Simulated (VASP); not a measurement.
# C (Cmmm) in VASP: a series of runs

Runs on C. Level: PBE. Tasks: single point, relaxation of cell and atoms.

Everything below comes from runs of VASP 6.6.1. Logs are shortened: lines on timing, memory, paths and dates and some standing lists are left out, and cuts for length are marked.

### Step 1. The cell of the first run

Symmetry: Cmmm, No. 65, orthorhombic system. Conventional cell: a = 1.284 Å, b = 7.047 Å, c = 3.487 Å, α = 90.00°, β = 90.00°, γ = 90.00°. Within 1.7 Å of C (site symmetry mmm) lie 2 C at 1.28 Å.

### Step 2. Single point, PBE

INCAR

```
SYSTEM = C
ALGO = Normal ; EDIFF = 1E-6
ENCUT = 520 ; GGA = PE
ISIF = 2 ; ISMEAR = 0
LASPH = .TRUE. ; LCHARG = .FALSE.
LREAL = .FALSE. ; LWAVE = .FALSE.
NBANDS = 8 ; NELM = 100
PREC = Accurate ; SIGMA = 0.02
```

KPOINTS

```
k-points
0
G
  20 20 6
  0 0 0
```

POSCAR

```
C
1.0
    0.6419524772     -3.5235858204      0.0000000000
    0.6419524772      3.5235858204      0.0000000000
    0.0000000000      0.0000000000      3.4874899593
C
1
Direct
    0.0000000000      0.0000000000      0.0000000000
```

Potentials or basis: VASP PAW PBE potentials, release 64 (C).

Launch:

```sh
$ cat potpaw_PBE.64/C/POTCAR > POTCAR
$ mpirun -np 1 vasp_std > vasp.out
```

OUTCAR:

```text
SYSTEM = C
   EDIFF = 1E-6
   ENCUT = 520
   GGA = PE
   ISIF = 2
   ISMEAR = 0
   LASPH = .TRUE.
   LREAL = .FALSE.
   NELM = 100
   PREC = Accurate

 ion  position               nearest neighbor table
   1  0.000  0.000  0.000-

  LATTYP: Found a base centered orthorhombic cell.
 ALAT       =     1.2839049544
 B/A-ratio  =     5.4888577357
 C/A-ratio  =     2.7163147454

  Lattice vectors:

 A1 = (   0.6419524772,  -3.5235858204,   0.0000000000)
 A2 = (   0.6419524772,   3.5235858204,   0.0000000000)
 A3 = (   0.0000000000,   0.0000000000,   3.4874899593)

Analysis of symmetry for initial positions (statically):
=====================================================================
 Subroutine PRICEL returns:
 Original cell was already a primitive cell.

 Routine SETGRP: Setting up the symmetry group for a
 base centered orthorhombic supercell.

 Subroutine GETGRP returns: Found  8 space group operations
 (whereof  8 operations were pure point group operations)
 out of a pool of  8 trial point group operations.

The static configuration has the point symmetry D_2h.

Analysis of symmetry for dynamics (positions and initial velocities):
=====================================================================
 Subroutine PRICEL returns:
 Original cell was already a primitive cell.

 Routine SETGRP: Setting up the symmetry group for a
 base centered orthorhombic supercell.

 Subroutine GETGRP returns: Found  8 space group operations
 (whereof  8 operations were pure point group operations)
 out of a pool of  8 trial point group operations.

The dynamic configuration has the point symmetry D_2h.

 Subroutine INISYM returns: Found  8 space group operations
 (whereof  8 operations are pure point group operations),
 and found     1 'primitive' translations

----------------------------------------------------------------------------------------

                                     Primitive cell

  volume of cell :      15.7772

  direct lattice vectors                    reciprocal lattice vectors
     0.641952477 -3.523585820  0.000000000     0.778873854 -0.141900900  0.000000000
     0.641952477  3.523585820  0.000000000     0.778873854  0.141900900  0.000000000
     0.000000000  0.000000000  3.487489959     0.000000000  0.000000000  0.286739177

  length of vectors
     3.581586243  3.581586243  3.487489959     0.791694604  0.791694604  0.286739177

  position of ions in fractional coordinates (direct lattice)
     0.000000000  0.000000000  0.000000000

[... 73 lines left out ...]
   ENCUT  =  520.0 eV  38.22 Ry    6.18 a.u.   6.66  6.66  6.48*2*pi/ulx,y,z
   NELM   =    100;   NELMIN=  2; NELMDL= -5     # of ELM steps
   EDIFF  = 0.1E-05   stopping-criterion for ELM
   LREAL  =      F    real-space projection
   EDIFFG = 0.1E-04   stopping-criterion for IOM
   NSW    =      0    number of steps for IOM
   IBRION =     -1    ionic relax: 0-MD 1-quasi-New 2-CG
   NFREE  =      0    steps in history (QN), initial steepest desc. (CG)
   ISIF   =      2    stress and relaxation
   ISYM   =      2    0-nonsym 1-usesym 2-fastsym
   POTIM  = 0.5000    time-step for ionic-motion
   TEBEG  =    0.0;   TEEND  =   0.0 temperature during run
   PSTRESS=    0.0 pullay stress
   NELECT =       4.0000    total number of electrons
   NUPDOWN=      -1.0000    fix difference up-down
   EMIN   =  10.00;   EMAX   =-10.00  energy-range for DOS
   EFERMI =   0.00;   METHOD = LEGACY
   ISMEAR =     0;   SIGMA  =   0.02  broadening in eV -4-tet -1-fermi 0-gaus
   EFERMI_NEDOS =   21; number of points for ismear=-14 and -15
   IALGO  =     38    algorithm
   IMIX   =      4    mixing-type and parameters
     AMIX     =   0.40;   BMIX     =  1.00
     AMIX_MAG =   1.60;   BMIX_MAG =  1.00
  volume/ion in A,a.u.               =      15.78       106.47
  Fermi-wavevector in a.u.,A,eV,Ry     =   1.036139  1.958018 14.606991  1.073584
  Thomas-Fermi vector in A             =   2.170515
   LORBIT       =      0    0 simple, 1 ext, 2 COOP (PROOUT), +10 PAW based schemes
   GGA     = PE    functional components
   LHFCALC =     F    Hartree Fock is set to
   AEXX    =    0.0000 exact exchange contribution
   IVDW    =     0    specifies the selected vdW correction
   LEPSILON=     F    determine dielectric tensor
   LRPA    =     F    only Hartree local field effects (RPA)
 non-spin polarized calculation
 Gauss-broadening in eV      SIGMA  =   0.02
  energy-cutoff  :      520.00
  volume of cell :       15.78
 maximum number of plane-waves:       444
   NGX = 13   NGY = 13   NGZ = 13

 number of electron       4.0000000 magnetization

 Free energy of the ion-electron system (eV)
  ---------------------------------------------------
  ext. energy  EPLUGINS =         0.00000000
  ---------------------------------------------------
  free energy    TOTEN  =        -8.23037486 eV

  energy without entropy =       -8.23034566  energy(sigma->0) =       -8.23036026

 E-fermi :  -0.1334     XC(G=0):  -7.5950

 val. band max:       -0.1495026772   @ k =  -0.3500   0.1000   0.0000
 cond. band min:      -0.1136160293   @ k =  -0.4000   0.1500   0.5000
 fundamental gap:      0.0358866479
 Fermi energy:        -0.1333869072

 k-point     1 :       0.0000    0.0000    0.0000
  band No.  band energies     occupation
      1     -16.5682      2.00000
      2      -4.8433      2.00000
      3      -4.7970      2.00000
      4       4.4313      0.00000
      5       9.3235      0.00000
      6      17.0904      0.00000
      7      17.2638      0.00000
      8      18.0337      0.00000
[... 243 lines left out ...]
 k-point    24 :      -0.3500    0.0500    0.0000
  band No.  band energies     occupation
      1     -12.3448      2.00000
      2       2.1908      0.00000
      3       2.7095      0.00000
      4      10.2727      0.00000
      5      17.3676      0.00000
      6      18.4218      0.00000
      7      22.7534      0.00000
      8      24.4927      0.00000

 [... further k-points ...]
[... 5 lines left out ...]
  --------------------------------------------------------------------------------------
  -------------------------------------------------------------------------------------
  Total       -0.0319168     -0.0064542     -0.0079251      0.0000000      0.0000000      0.0000000
  in kB       -3.2411542     -0.6554290     -0.8047958      0.0000000      0.0000000      0.0000000
  external PRESSURE =      -1.5671263 kB  Pullay stress =       0.0000000 kB

 VOLUME and BASIS-vectors are now :
 -----------------------------------------------------------------------------
  energy-cutoff  :      520.00
  volume of cell :       15.78
      direct lattice vectors                 reciprocal lattice vectors
     0.641952477 -3.523585820  0.000000000     0.778873854 -0.141900900  0.000000000
     0.641952477  3.523585820  0.000000000     0.778873854  0.141900900  0.000000000
     0.000000000  0.000000000  3.487489959     0.000000000  0.000000000  0.286739177

 POSITION                                       TOTAL-FORCE (eV/Angst)
 -----------------------------------------------------------------------------------
      0.00000      0.00000      0.00000         0.000000      0.000000      0.000000
 -----------------------------------------------------------------------------------
    total drift:                                0.000000      0.000000     -0.000000

  FREE ENERGIE OF THE ION-ELECTRON SYSTEM (eV)
  ---------------------------------------------------
  free  energy   TOTEN  =        -8.2303748597 eV

  energy  without entropy=       -8.2303456637  energy(sigma->0) =       -8.23036026
```

stdout:

```text
POSCAR found type information on POSCAR C
 POSCAR found :  1 types and       1 ions
 scaLAPACK will be used
 LDA part: xc-table for (Slater+PW92), standard interpolation
 POSCAR, INCAR and KPOINTS ok, starting setup
 FFT: planning ... GRIDC
 FFT: planning ... GRID_SOFT
 FFT: planning ... GRID
 WAVECAR not read
 entering main loop
```

It took 34 s on 1 thread of Intel Xeon 6975P-C (Granite Rapids), shared host; peak memory 0.18 GiB.

Results:

- Free energy: -8.2304 eV
- Pressure: -0.2 GPa
- Band gap on the k mesh: zero (band 2 reaches 9.04 eV, above the bottom of band 3 at -5.85 eV)

Stress tensor (GPa, compression positive):
```
-0.32  0.00  0.00
 0.00 -0.07  0.00
 0.00  0.00 -0.08
```

Levels at points of the mesh, in eV from the Fermi level:
| k point | band 1 | band 2 | band 3 | band 4 | band 5 |
| --- | --- | --- | --- | --- | --- |
| (0.00, 0.00, 0.00) | -16.43 | -4.71 | -4.66 | 4.56 | 9.46 |
| (0.50, 0.00, 0.00) | -9.02 | 8.39 | 11.11 | 11.41 | 22.49 |
| (0.50, 0.50, 0.00) | -16.23 | -6.01 | -4.54 | 8.03 | 8.31 |
| (0.00, 0.00, 0.50) | -16.22 | -6.03 | -4.57 | 8.01 | 8.38 |
| (0.50, 0.00, 0.50) | -9.00 | 8.71 | 10.90 | 11.18 | 21.57 |
| (0.50, 0.50, 0.50) | -16.03 | -5.76 | -5.72 | 6.21 | 12.49 |

### Step 3. Single point, PBE

This run uses another cell than the first one, of 23.56 Å³/atom, 1.493 times its volume.

INCAR

```
ALGO = Normal
EDIFF = 1E-7
ENCUT = 520
GGA = PE
ISIF = 2
ISMEAR = 0
LASPH = True
LCHARG = False
LREAL = False
LWAVE = False
NBANDS = 8
NELM = 80
PREC = Accurate
SIGMA = 0.02
```

KPOINTS

```
k-points
0
Gamma
  18 18 6
```

POSCAR

```
C
1.0
    0.6407044482     -4.2853374641      0.0000000000
    0.6407044482      4.2853374641      0.0000000000
    0.0000000000      0.0000000000      4.2910227283
C
1
Direct
    0.0000000000      0.0000000000      0.0000000000
```

Potentials or basis: VASP PAW PBE potentials, release 64 (C).

Launch:

```sh
$ cat potpaw_PBE.64/C/POTCAR > POTCAR
$ mpirun -np 1 vasp_std > vasp.out
```

Wall time 31 s (1 thread of Intel Xeon 6975P-C (Granite Rapids), shared host); peak memory 0.2 GiB.

Results (log left out):

```yaml
Free_energy: -8.2965 eV
Pressure: -0.1 GPa
Band_gap_on_the_k_mesh: zero (band 2 reaches 7.36 eV, above the bottom of band 3 at -7.25 eV)
```

Stress tensor (GPa, compression positive):
```
-0.22  0.00  0.00
 0.00 -0.01  0.00
 0.00  0.00 -0.01
```

Levels at points of the mesh, in eV from the Fermi level:
```tsv
k point	band 1	band 2	band 3	band 4	band 5	band 6
(0.00, 0.00, 0.00)	-15.56	-4.42	-4.42	4.49	8.83	13.29
(0.50, 0.00, 0.00)	-8.31	9.34	11.93	11.99	23.46	24.35
(0.50, 0.50, 0.00)	-15.53	-4.79	-4.38	6.92	6.94	11.00
(0.00, 0.00, 0.50)	-15.53	-4.79	-4.38	6.91	6.94	11.02
(0.50, 0.00, 0.50)	-8.31	9.40	11.89	11.94	23.03	23.73
(0.50, 0.50, 0.50)	-15.50	-4.73	-4.73	6.61	9.42	9.42
```

[end of part 1 of 2]
